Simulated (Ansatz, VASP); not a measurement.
**SnO2: VASP beside Ansatz**

INCAR

```
PREC = Accurate
ENCUT = 600
EDIFF = 1E-6
ISMEAR = 0
SIGMA = 0.1
LREAL = False
LASPH = True
NELM = 60
ALGO = Normal
ISIF = 3
LWAVE = False
LCHARG = False
IBRION = 2
NSW = 100
EDIFFG = -0.05
```

File KPOINTS:

```
Automatic mesh
0
Gamma
  6 6 6
```

File POSCAR:

```
SnO2
1.0
    1.6170930752      0.9336291223      4.8005925840
   -1.6170930752      0.9336291223      4.8005925840
    0.0000000000     -1.8672582446      4.8005925840
Sn O
1 2
Direct
    0.5000000000      0.5000000000      0.5000000000
    0.2371700000      0.2371700000      0.2371700000
    0.7628300000      0.7628300000      0.7628300000
```

Input for Ansatz:

```yaml
crystal:
  lattice:
    - [1.6170930752, 0.9336291223, 4.800592584]
    - [-1.6170930752, 0.9336291223, 4.800592584]
    - [0.0, -1.8672582446, 4.800592584]
  atoms:
    - { symbol: Sn, position: [0.5, 0.5, 0.5] }
    - { symbol: O, position: [0.23717, 0.23717, 0.23717] }
    - { symbol: O, position: [0.76283, 0.76283, 0.76283] }
basis:
  ecutwfc: 420
kpoints:
  mp_grid: { grid: [6, 6, 6] }
hamiltonian:
  xc: lda
scf:
  occupations: { method: gaussian, width: 0.1 }
output:
  forces: true
  stress: true
  eigenvalues: true
relax:
  adjacent_minimum: "off"
  f_tol: 0.05
  max_steps: 80
  cell: { stress_tol: 0.5 }
```

Alike in both runs: task relaxation of cell and atoms; functional LDA; k mesh 6 × 6 × 6; occupations gaussian, width 0.1 eV; no spin polarisation.

```csv
,VASP,Ansatz
version,VASP 6.6.1,Ansatz 0.2.0
potentials or method,"VASP PAW LDA potentials, release 64 (Sn_d, O), cutoff 600 eV","scalar-relativistic, plane waves, PAW"
valence electrons in the cell,26,26
```

|  | VASP | Ansatz | Ansatz less VASP |
| --- | --- | --- | --- |
| gap on the k mesh at the Fermi level, each at its own relaxed structure (eV) | 1.41 | 1.58 | +0.165 |
| relaxed volume (Å³/atom) | 11.97 | 12.16 | +0.189 |
| relaxed cell length with the largest relative difference (Å) | 4.410 | 4.497 | +0.0871 |

LDA's correlation is that of Perdew and Zunger in VASP and of Perdew and Wang (1992) in Ansatz.

Noted on VASP's run: the volume moved by over 15 % at a fixed basis, so the end points are rough.
